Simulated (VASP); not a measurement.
# Te2Mo in VASP: a series of runs

Te2Mo is run at these levels: PBEsol; tasks: single point.

Everything below comes from runs of VASP 6.6.1. Logs are shortened: lines on timing, memory, paths and dates and some standing lists are left out, and cuts for length are marked.

## (1) The cell of the first run

The cell holds a slab with vacuum, 12 atoms: a = 3.493 Å, b = 3.493 Å, c = 37.516 Å, α = 90.00°, β = 90.00°, γ = 120.00°.

## (2) Single point, PBEsol (atom 1 (Te) moved by +0.680 Å along x and -0.340 Å along [0 0 1])

Contents of INCAR:

```
SYSTEM = Te2Mo
ALGO = Fast
EDIFF = 1E-6
ENCUT = 520
GGA = PS
ISIF = 2
ISMEAR = 0
LASPH = .True.
LCHARG = .True.
LELF = .True.
LREAL = .False.
LVHAR = .True.
LWAVE = .False.
NBANDS = 64
NELM = 80
PREC = Accurate
SIGMA = 0.05
```

Contents of KPOINTS:

```
k-points
0
Gamma
  9 9 1
  0 0 0
```

Contents of POSCAR:

```
Te2Mo
1.0
    3.4932091909      0.0000000000      0.0000000000
   -1.7466045954      3.0252079000      0.0000000000
    0.0000000000      0.0000000000     37.5161156315
Te Mo
8 4
Direct
    0.5504521508      0.8256086723      0.8493797523
    0.3333333333      0.6666666667      0.2318351738
    0.6666666667      0.3333333333      0.6719958813
    0.6666666667      0.3333333333      0.0453069351
    0.6666666667      0.3333333333      0.7681648262
    0.6666666667      0.3333333333      0.1415574758
    0.3333333333      0.6666666667      0.9546930649
    0.3333333333      0.6666666667      0.3280041187
    0.3333333333      0.6666666667      0.7200184287
    0.3333333333      0.6666666667      0.0934314856
    0.6666666667      0.3333333333      0.9065685144
    0.6666666667      0.3333333333      0.2799815713
```

Potentials or basis: VASP PAW PBE potentials, release 64 (Te, Mo_sv).

On the command line:

```
$ cat potpaw_PBE.64/Te/POTCAR potpaw_PBE.64/Mo_sv/POTCAR > POTCAR
$ mpirun -np 1 vasp_std > vasp.out
```

OUTCAR:

```text
SYSTEM = Te2Mo
   EDIFF = 1E-6
   ENCUT = 520
   GGA = PS
   ISIF = 2
   ISMEAR = 0
   LASPH = .True.
   LREAL = .False.
   NELM = 80
   PREC = Accurate

 ion  position               nearest neighbor table
   1  0.550  0.826  0.849-  11 2.68  11 2.90  11 3.43   5 3.45   5 3.62
   2  0.333  0.667  0.232-  12 2.71  12 2.71  12 2.71   8 3.61
   3  0.667  0.333  0.672-   9 2.70   9 2.70   9 2.70   5 3.61
   4  0.667  0.333  0.045-  10 2.71  10 2.71  10 2.71   6 3.61
   5  0.667  0.333  0.768-   9 2.71   9 2.71   9 2.71   1 3.45   3 3.61   1 3.62
   6  0.667  0.333  0.142-  10 2.71  10 2.71  10 2.71   4 3.61
   7  0.333  0.667  0.955-  11 2.71  11 2.71  11 2.71
   8  0.333  0.667  0.328-  12 2.70  12 2.70  12 2.70   2 3.61
   9  0.333  0.667  0.720-   3 2.70   3 2.70   3 2.70   5 2.71   5 2.71   5 2.71
  10  0.333  0.667  0.093-   4 2.71   4 2.71   4 2.71   6 2.71   6 2.71   6 2.71
  11  0.667  0.333  0.907-   1 2.68   7 2.71   7 2.71   7 2.71   1 2.90   1 3.43
  12  0.667  0.333  0.280-   8 2.70   8 2.70   8 2.70   2 2.71   2 2.71   2 2.71

  LATTYP: Found a hexagonal cell.
 ALAT       =     3.4932091909
 C/A-ratio  =    10.7397277350

  Lattice vectors:

 A1 = (   3.4932091909,   0.0000000000,   0.0000000000)
 A2 = (  -1.7466045954,   3.0252079000,   0.0000000000)
 A3 = (   0.0000000000,   0.0000000000,  37.5161156315)

Analysis of symmetry for initial positions (statically):
=====================================================================
 Subroutine PRICEL returns:
 Original cell was already a primitive cell.

 Routine SETGRP: Setting up the symmetry group for a
 hexagonal supercell.

 Subroutine GETGRP returns: Found  1 space group operations
 (whereof  1 operations were pure point group operations)
 out of a pool of 24 trial point group operations.

The static configuration has the point symmetry C_1 .

Analysis of symmetry for dynamics (positions and initial velocities):
=====================================================================
 Subroutine PRICEL returns:
 Original cell was already a primitive cell.

 Routine SETGRP: Setting up the symmetry group for a
 hexagonal supercell.

 Subroutine GETGRP returns: Found  1 space group operations
 (whereof  1 operations were pure point group operations)
 out of a pool of 24 trial point group operations.

The dynamic configuration has the point symmetry C_1 .

 Subroutine INISYM returns: Found  1 space group operations
 (whereof  1 operations are pure point group operations),
 and found     1 'primitive' translations

----------------------------------------------------------------------------------------

                                     Primitive cell

  volume of cell :     396.4585

  direct lattice vectors                    reciprocal lattice vectors
     3.493209191  0.000000000  0.000000000     0.286269715  0.165277897  0.000000000
    -1.746604595  3.025207900  0.000000000     0.000000000  0.330555794  0.000000000
     0.000000000  0.000000000 37.516115631     0.000000000  0.000000000  0.026655212

  length of vectors
     3.493209191  3.493209191 37.516115631     0.330555794  0.330555794  0.026655212

  position of ions in fractional coordinates (direct lattice)
     0.550452151  0.825608672  0.849379752
     0.333333333  0.666666667  0.231835174
     0.666666667  0.333333333  0.671995881
     0.666666667  0.333333333  0.045306935
     0.666666667  0.333333333  0.768164826
     0.666666667  0.333333333  0.141557476
     0.333333333  0.666666667  0.954693065
     0.333333333  0.666666667  0.328004119
     0.333333333  0.666666667  0.720018429
     0.333333333  0.666666667  0.093431486
     0.666666667  0.333333333  0.906568514
     0.666666667  0.333333333  0.279981571

  ion indices of the primitive-cell ions
   primitive index   ion index
                 1           1
                 2           2
                 3           3
                 4           4
                 5           5
                 6           6
                 7           7
                 8           8
                 9           9
                10          10
                11          11
                12          12

----------------------------------------------------------------------------------------

 KPOINTS: k-points

Automatic generation of k-mesh.
 Grid dimensions read from file:
 generate k-points for:    9    9    1

 Generating k-lattice:

  Cartesian coordinates                     Fractional coordinates (reciprocal lattice)
     0.031807746  0.018364211  0.000000000     0.111111111 -0.000000000  0.000000000
     0.000000000  0.036728422  0.000000000     0.000000000  0.111111111  0.000000000
     0.000000000  0.000000000  0.026655212     0.000000000  0.000000000  1.000000000

  Length of vectors
     0.036728422  0.036728422  0.026655212

  Shift w.r.t. Gamma in fractional coordinates (k-lattice)
     0.000000000  0.000000000  0.000000000

 Subroutine IBZKPT returns following result:
 ===========================================

 Found     41 irreducible k-points:

 Following reciprocal coordinates:
            Coordinates               Weight
  0.000000  0.000000  0.000000      1.000000
  0.111111  0.000000  0.000000      2.000000
  0.000000  0.111111  0.000000      2.000000
 -0.111111  0.111111  0.000000      2.000000
  0.222222  0.000000  0.000000      2.000000
  0.000000  0.222222  0.000000      2.000000
[... 16 lines left out ...]
  0.333333  0.111111  0.000000      2.000000
 -0.111111  0.444444  0.000000      2.000000
 [... further k-points ...]
   k-points           NKPTS =     41   k-points in BZ     NKDIM =     41   number of bands    NBANDS=     64
   number of dos      NEDOS =    301   number of ions     NIONS =     12
   total plane-waves  NPLWV = 219520
   dimension x,y,z NGX =    28 NGY =   28 NGZ =  280
   dimension x,y,z NGXF=    56 NGYF=   56 NGZF=  560
   ions per type =               8   4
   NGX,Y,Z   is equivalent  to a cutoff of  13.33, 13.33, 12.41 a.u.
   NGXF,Y,Z  is equivalent  to a cutoff of  26.65, 26.65, 24.82 a.u.
 SYSTEM =  Te2Mo
   PREC   = accura    normal or accurate (medium, high low for compatibility)
   ISTART =      0    job   : 0-new  1-cont  2-samecut
   ICHARG =      2    charge: 1-file 2-atom 10-const
   ISPIN  =      1    spin polarized calculation?
   LNONCOLLINEAR =      F non collinear calculations
   LSORBIT =      F    spin-orbit coupling
   LASPH  =      T    aspherical Exc in radial PAW
   ENCUT  =  520.0 eV  38.22 Ry    6.18 a.u.   6.50  6.50 69.76*2*pi/ulx,y,z
   NELM   =     80;   NELMIN=  2; NELMDL= -5     # of ELM steps
   EDIFF  = 0.1E-05   stopping-criterion for ELM
   LREAL  =      F    real-space projection
   EDIFFG = 0.1E-04   stopping-criterion for IOM
   NSW    =      0    number of steps for IOM
   IBRION =     -1    ionic relax: 0-MD 1-quasi-New 2-CG
   NFREE  =      0    steps in history (QN), initial steepest desc. (CG)
   ISIF   =      2    stress and relaxation
   ISYM   =      2    0-nonsym 1-usesym 2-fastsym
   POTIM  = 0.5000    time-step for ionic-motion
   TEBEG  =    0.0;   TEEND  =   0.0 temperature during run
   PSTRESS=    0.0 pullay stress
   NELECT =     104.0000    total number of electrons
   NUPDOWN=      -1.0000    fix difference up-down
   EMIN   =  10.00;   EMAX   =-10.00  energy-range for DOS
   EFERMI =   0.00;   METHOD = LEGACY
   ISMEAR =     0;   SIGMA  =   0.05  broadening in eV -4-tet -1-fermi 0-gaus
   EFERMI_NEDOS =   21; number of points for ismear=-14 and -15
   IALGO  =     68    algorithm
   IMIX   =      4    mixing-type and parameters
     AMIX     =   0.40;   BMIX     =  1.00
     AMIX_MAG =   1.60;   BMIX_MAG =  1.00
  volume/ion in A,a.u.               =      33.04       222.95
  Fermi-wavevector in a.u.,A,eV,Ry     =   1.047981  1.980397 14.942789  1.098264
  Thomas-Fermi vector in A             =   2.182884
   LORBIT       =      0    0 simple, 1 ext, 2 COOP (PROOUT), +10 PAW based schemes
   GGA     = PS    functional components
   LHFCALC =     F    Hartree Fock is set to
   AEXX    =    0.0000 exact exchange contribution
   IVDW    =     0    specifies the selected vdW correction
   LEPSILON=     F    determine dielectric tensor
   LRPA    =     F    only Hartree local field effects (RPA)
 non-spin polarized calculation
 RMM-DIIS sequential band-by-band and
 Gauss-broadening in eV      SIGMA  =   0.05
  energy-cutoff  :      520.00
  volume of cell :      396.46
 maximum number of plane-waves:     10795
 NGX is ok and might be reduce to    28
   NGX = 13   NGY = 13   NGZ =139

 number of electron     103.9999996 magnetization

 Free energy of the ion-electron system (eV)
  ---------------------------------------------------
  ext. energy  EPLUGINS =         0.00000000
  ---------------------------------------------------
  free energy    TOTEN  =       -77.65397826 eV

  energy without entropy =      -77.65244832  energy(sigma->0) =      -77.65321329

 E-fermi :   5.3800     XC(G=0):  -8.2387

 val. band max:        5.3763844289   @ k =   0.2222   0.1111   0.0000
 cond. band min:       5.3825020758   @ k =   0.3333  -0.1111   0.0000
 fundamental gap:      0.0061176469
 Fermi energy:         5.3799636209

 k-point     1 :       0.0000    0.0000    0.0000
  band No.  band energies     occupation
      1     -55.8979      2.00000
      2     -55.7604      2.00000
      3     -55.7551      2.00000
      4     -55.7515      2.00000
      5     -30.1126      2.00000
      6     -29.9818      2.00000
[... 56 lines left out ...]
     63       8.2924      0.00000
     64       8.3885      0.00000

 k-point     2 :       0.1111    0.0000    0.0000
  band No.  band energies     occupation
      1     -55.8966      2.00000
      2     -55.7591      2.00000
      3     -55.7538      2.00000
      4     -55.7503      2.00000
      5     -30.1088      2.00000
      6     -29.9795      2.00000
[... 1530 lines left out ...]
     63       7.4022      0.00000
     64       7.7545      0.00000

 [... further k-points ...]

------------------------ aborting loop because EDIFF is reached ----------------------------------------

  FORCE on cell =-STRESS in cart. coord.  units (eV):
  Direction    XX          YY          ZZ          XY          YZ          ZX
  --------------------------------------------------------------------------------------
  -------------------------------------------------------------------------------------
  Total       -1.4394040     -1.7186750     -2.0742380     -0.5247783      1.5560565      0.3731450
  in kB       -5.8169537     -6.9455504     -8.3824599     -2.1207467      6.2883725      1.5079624
  external PRESSURE =      -7.0483213 kB  Pullay stress =       0.0000000 kB

 VOLUME and BASIS-vectors are now :
 -----------------------------------------------------------------------------
  energy-cutoff  :      520.00
  volume of cell :      396.46
      direct lattice vectors                 reciprocal lattice vectors
     3.493209191  0.000000000  0.000000000     0.286269715  0.165277897  0.000000000
    -1.746604595  3.025207900  0.000000000     0.000000000  0.330555794  0.000000000
     0.000000000  0.000000000 37.516115631     0.000000000  0.000000000  0.026655212

 POSITION                                       TOTAL-FORCE (eV/Angst)
 -----------------------------------------------------------------------------------
      0.48083      2.49764     31.86543        -0.529352     -1.087288      1.318781
     -0.00000      2.01681      8.69756        -0.000069     -0.000099     -0.036411
      1.74660      1.00840     25.21068        -0.001399     -0.004583     -0.034548
      1.74660      1.00840      1.69974        -0.003412     -0.003037     -0.032458
      1.74660      1.00840     28.81856         0.035880      0.083243     -0.142011
      1.74660      1.00840      5.31069         0.000613      0.000350      0.030082
     -0.00000      2.01681     35.81638        -0.210184     -0.029816     -0.373852
     -0.00000      2.01681     12.30544         0.000123      0.000121      0.030070
     -0.00000      2.01681     27.01229         0.025860      0.043884     -0.022349
     -0.00000      2.01681      3.50519        -0.002408     -0.001644      0.012511
      1.74660      1.00840     34.01093         0.684306      0.998852     -0.755282
      1.74660      1.00840     10.50382         0.000042      0.000018      0.005467
 -----------------------------------------------------------------------------------
    total drift:                                0.000239      0.000290     -0.000149

  FREE ENERGIE OF THE ION-ELECTRON SYSTEM (eV)
  ---------------------------------------------------
  free  energy   TOTEN  =       -77.6539782610 eV

  energy  without entropy=      -77.6524483209  energy(sigma->0) =      -77.65321329
```

It took 37 min on 1 thread of Oxide Virtual Turin-like, shared host; peak memory 0.99 GiB.

Results:

| Property | Result |
| --- | --- |
| Free energy | -77.6540 eV |
| Largest force | 1.789 eV/Å |
| Band gap on the k mesh | zero (bands 52 and 53 overlap by 0.09 eV) |

Forces in eV/Å, atoms in the order of the input:
```
Te  -0.529 -1.087  1.319
Te   0.000  0.000 -0.036
Te  -0.001 -0.005 -0.035
Te  -0.003 -0.003 -0.032
Te   0.036  0.083 -0.142
Te   0.001  0.000  0.030
Te  -0.210 -0.030 -0.374
Te   0.000  0.000  0.030
Mo   0.026  0.044 -0.022
Mo  -0.002 -0.002  0.013
Mo   0.684  0.999 -0.755
Mo   0.000  0.000  0.005
```

Caveat: the cell differs from its parent crystal (atom 1 (Te) moved by +0.680 Å along x and -0.340 Å along [0 0 1]); there is no dipole correction, which matters where the two faces differ; the PAW data sets were made with another functional, which shifts forces and pressure a little; spin-orbit coupling is left out, which moves the levels of the heavy elements.

## (3) Single point, PBEsol (atom 1 (Te) moved by -0.680 Å along x and -0.680 Å along [0 0 1])

Contents of INCAR:

```
PREC = Accurate
ENCUT = 520
EDIFF = 1E-7
ISMEAR = 0
SIGMA = 0.05
LREAL = F
LASPH = T
NELM = 80
ALGO = Fast
ISIF = 2
LWAVE = F
LCHARG = F
GGA = PS
NBANDS = 64
```

Contents of KPOINTS:

```
Automatic mesh
0
Gamma
  9 9 1
```

POSCAR: that of step 2 with these lines changed.

```diff
@@ -8,3 +8,3 @@
 Direct
-    0.5504521508      0.8256086723      0.8493797523
+    0.1162145159      0.5077246610      0.8403169803
     0.3333333333      0.6666666667      0.2318351738
```

Potentials or basis: VASP PAW PBE potentials, release 64 (Te, Mo_sv).

On the command line:

```
$ cat potpaw_PBE.64/Te/POTCAR potpaw_PBE.64/Mo_sv/POTCAR > POTCAR
$ mpirun -np 1 vasp_std > vasp.out
```

It took 1.9 h on 1 thread of Oxide Virtual Turin-like, shared host; peak memory 0.99 GiB.

Results (log left out):

```yaml
Free_energy: -76.8625 eV
Largest_force: 2.707 eV/Å
Band_gap_on_the_k_mesh: zero (bands 52 and 53 overlap by 0.08 eV)
```

Forces in eV/Å, atoms in the order of the input:
```
Te   0.629  0.424  2.599
Te   0.000  0.000 -0.037
Te   0.008  0.007 -0.040
Te   0.001  0.002 -0.029
Te  -0.279 -0.153 -0.597
Te   0.000  0.000  0.029
Te  -0.069  0.021 -0.652
Te   0.000  0.000  0.029
Mo  -0.080 -0.053 -0.051
Mo   0.001  0.001  0.019
Mo  -0.211 -0.249 -1.277
Mo   0.000  0.000  0.008
```

Levels at points of the mesh, in eV from the Fermi level:
```
           k point  band 49  band 50  band 51  band 52  band 53  band 54  band 55  band 56
(0.00, 0.00, 0.00)    -0.49    -0.36    -0.24    -0.16     1.65     1.83     2.37     2.50
```

Caveat: the cell differs from its parent crystal (atom 1 (Te) moved by -0.680 Å along x and -0.680 Å along [0 0 1]); there is no dipole correction, which matters where the two faces differ; the PAW data sets were made with another functional, which shifts forces and pressure a little; spin-orbit coupling is left out, which moves the levels of the heavy elements.

## (4) Single point, PBEsol (atom 1 (Te) moved by +0.680 Å along x and -0.680 Å along [0 0 1])

Contents of INCAR:

```
SYSTEM = Te2Mo
PREC = Accurate
ENCUT = 520
EDIFF = 1E-6
ISMEAR = 0
SIGMA = 0.05
LREAL = .False.
LASPH = .True.
NELM = 60
ALGO = Fast
ISIF = 2
LWAVE = .False.
LCHARG = .False.
GGA = PS
NBANDS = 64
```

Contents of KPOINTS:

```
regular mesh
0
Gamma
  9 9 1
  0 0 0
```

POSCAR: that of step 3 with these lines changed.

```diff
@@ -8,3 +8,3 @@
 Direct
-    0.1162145159      0.5077246610      0.8403169803
+    0.5504521508      0.8256086723      0.8403169803
     0.3333333333      0.6666666667      0.2318351738
```

On the command line:

```
$ cat potpaw_PBE.64/Te/POTCAR potpaw_PBE.64/Mo_sv/POTCAR > POTCAR
$ mpirun -np 1 vasp_std > vasp.out
```

Wall time 1.5 h (1 thread of AMD EPYC 9755, shared host); peak memory 0.97 GiB.

Results (log left out):

| Quantity | Value |
| --- | --- |
| Free energy | -76.9238 eV |
| Largest force | 2.762 eV/Å |
| Band gap on the k mesh | zero (bands 52 and 53 overlap by 0.10 eV) |

Forces in eV/Å, atoms in the order of the input:
```
Te  -0.202 -0.403  2.725
Te   0.000  0.000 -0.037
Te  -0.007 -0.007 -0.038
Te  -0.001 -0.001 -0.031
Te   0.045  0.157 -0.516
Te   0.000  0.000  0.028
Te  -0.107 -0.010 -0.668
Te   0.000  0.000  0.029
Mo   0.025  0.053 -0.077
Mo  -0.002 -0.002  0.023
Mo   0.249  0.212 -1.446
Mo   0.000  0.000  0.008
```

Levels at points of the mesh, in eV from the Fermi level:
```tsv
k point	band 50	band 51	band 52	band 53	band 54	band 55
(0.00, 0.00, 0.00)	-0.43	-0.33	-0.17	1.57	1.84	2.45
```

Caveat: the cell differs from its parent crystal (atom 1 (Te) moved by +0.680 Å along x and -0.680 Å along [0 0 1]); there is no dipole correction, which matters where the two faces differ; the PAW data sets were made with another functional, which shifts forces and pressure a little; spin-orbit coupling is left out, which moves the levels of the heavy elements.

## (5) The runs side by side

```csv
cell,further INCAR settings,gap on the mesh (eV),largest force (eV/Å)
"as given, atomic positions A",ALGO = Fast; EDIFF = 1e-06; NBANDS = 64,none,1.79
"as given, atomic positions B",ALGO = Fast; EDIFF = 1e-07; NBANDS = 64,none,2.71
"as given, atomic positions C",ALGO = Fast; EDIFF = 1e-06; NBANDS = 64,none,2.76
```

Alike in all rows: task single point; level PBEsol; potentials or basis VASP PAW PBE potentials, release 64 (Te, Mo_sv); no spin polarisation; k mesh 9 × 9 × 1; cutoff (eV) 520; smearing gaussian 0.05 eV.

Caveats: there is no dipole correction, which matters where the two faces differ; the PAW data sets were made with another functional, which shifts forces and pressure a little; spin-orbit coupling is left out, which moves the levels of the heavy elements.

Total energies depend on the potentials used, so only differences within one code and one set of settings carry meaning.
